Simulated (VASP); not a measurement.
The system is BiS4.

```
Bi S
1.0
    -3.22227    3.22227    3.22227
     3.22227   -3.22227    3.22227
     3.22227    3.22227   -3.22227
Bi S
1 4
Direct
  0.00000 0.00000 0.00000
  0.00000 0.00000 0.53848
  0.53848 0.00000 0.00000
  0.00000 0.53848 0.00000
  0.46152 0.46152 0.46152
```

The cell was built from a structure type or drawn by symmetry, and may not be a known phase.

| Property | Result |
| --- | --- |
| Program | VASP 6.6.1 |
| Task | relaxation of cell and atoms |
| Functional | PBE |
| Potentials or basis | VASP PAW PBE potentials, release 64 (Bi_d, S) |
| Cutoff | 600 eV |
| k mesh | 8 × 8 × 8 |
| Occupations | gaussian, width 0.1 eV |
| Spin | no spin polarisation |

At the start: pressure -0.2 GPa; volume 26.77 Å³/atom.

Question: How do energy, volume and symmetry change on relaxing?

Answer: Over 18 steps the energy falls by 14.2 meV/atom and the volume is 25.90 Å³/atom (-3.2 %); space group I-43m (No. 217, to 0.1 Å) before, Im-3m (No. 229, to 0.1 Å).

Step by step:
```
step  energy change (eV)  largest force (eV/Å)  pressure (GPa)  volume (Å³)
   1              0.0000                0.1003           -0.16       133.83
   2             -0.0023                0.1032           -0.05       133.31
   3             -0.0074                0.1137            0.30       131.77
   4             -0.0090                0.1415            1.12       128.73
   5             -0.0098                0.1310            0.79       129.86
   6             -0.0106                0.1293            0.77       129.83
   7             -0.0130                0.1264            0.75       129.72
   8             -0.0177                0.1217            0.71       129.51
   9             -0.0268                0.1130            0.67       129.08
  10             -0.0429                0.1162            0.70       128.23
  11             -0.0604                0.0120            1.19       126.53
  12             -0.0616                0.0528            0.98       127.08
  13             -0.0700                0.0331           -0.01       129.53
  14             -0.0701                0.0325           -0.06       129.65
  15             -0.0701                0.0321           -0.06       129.70
  16             -0.0703                0.0286           -0.07       129.68
  17             -0.0708                0.0186           -0.05       129.63
  18             -0.0712                0.0029           -0.01       129.51
```

Final structure:
```
CELL_PARAMETERS angstrom
-3.18728 3.18728 3.18728
3.18728 -3.18728 3.18728
3.18728 3.18728 -3.18728
ATOMIC_POSITIONS crystal
Bi 0.00000 0.00000 0.00000
S 0.00000 0.00000 0.49971
S 0.49971 0.00000 0.00000
S 0.00000 0.49971 0.00000
S 0.50029 0.50029 0.50029
```
